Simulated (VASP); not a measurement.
K2NaBCl6: single point with PBE

K2NaBCl6:

```
CELL_PARAMETERS angstrom
5.37606 0.00000 0.00000
0.00000 5.37606 0.00000
0.00000 0.00000 9.12953
ATOMIC_POSITIONS crystal
K 0.50000 0.50000 0.25625
K 0.50000 0.50000 0.74375
Na 0.00000 0.00000 0.50000
B 0.00000 0.00000 0.00000
Cl 0.50000 0.00000 0.00000
Cl 0.50000 0.00000 0.50000
Cl 0.00000 0.50000 0.00000
Cl 0.00000 0.50000 0.50000
Cl 0.00000 0.00000 0.18701
Cl 0.00000 0.00000 0.81299
```

```
Program                : VASP 6.6.1
Task                   : single point
Functional             : PBE
Potentials or basis    : VASP PAW PBE potentials, release 64 (K_sv, Na_pv, B, Cl)
Cutoff                 : 520 eV
k mesh                 : 4 × 4 × 4
Occupations            : gaussian, width 0.02 eV
Spin                   : no spin polarisation
Dipole correction      : no
Further INCAR settings : ALGO = Normal; EDIFF = 1e-06; NBANDS = 46
```

* Pressure: -0.1 GPa
* Largest force: 0.102 eV/Å
* Band gap on the k mesh: 2.63 eV

Forces in eV/Å, atoms in the order of the input:
```
K    0.000  0.000  0.004
K    0.000  0.000 -0.004
Na   0.000  0.000  0.000
B    0.000  0.000  0.000
Cl   0.000  0.000  0.000
Cl   0.000  0.000  0.000
Cl   0.000  0.000  0.000
Cl   0.000  0.000  0.000
Cl   0.000  0.000 -0.102
Cl   0.000  0.000  0.102
```

Stress tensor (GPa, compression positive):
```
 0.01  0.00  0.00
 0.00  0.01  0.00
 0.00  0.00 -0.19
```

Levels at points of the mesh, in eV from the valence-band top:
| k point | band 32 | band 33 | band 34 | band 35 | band 36 | band 37 | band 38 | band 39 |
| --- | --- | --- | --- | --- | --- | --- | --- | --- |
| (0.00, 0.00, 0.00) | -0.43 | -0.43 | -0.24 | -0.24 | 3.61 | 4.44 | 4.44 | 5.05 |
| (0.50, 0.00, 0.00) | -0.76 | -0.65 | -0.54 | -0.34 | 2.69 | 4.30 | 4.38 | 6.63 |
| (0.50, 0.50, 0.00) | -0.33 | -0.33 | -0.16 | 0.00 | 2.63 | 2.63 | 4.83 | 6.36 |
| (0.00, 0.00, 0.50) | -0.42 | -0.42 | -0.26 | -0.26 | 4.04 | 4.38 | 4.38 | 5.39 |
| (0.50, 0.00, 0.50) | -0.77 | -0.76 | -0.65 | -0.34 | 2.80 | 4.32 | 4.42 | 6.79 |
| (0.50, 0.50, 0.50) | -0.33 | -0.33 | -0.16 | 0.00 | 2.74 | 2.74 | 4.72 | 6.88 |

Run time: 5 min on 1 thread of AMD EPYC 7R43 64-Core Processor (Zen 3), with other jobs on the host, peak memory 0.4 GiB.

A k mesh can miss the band edges.
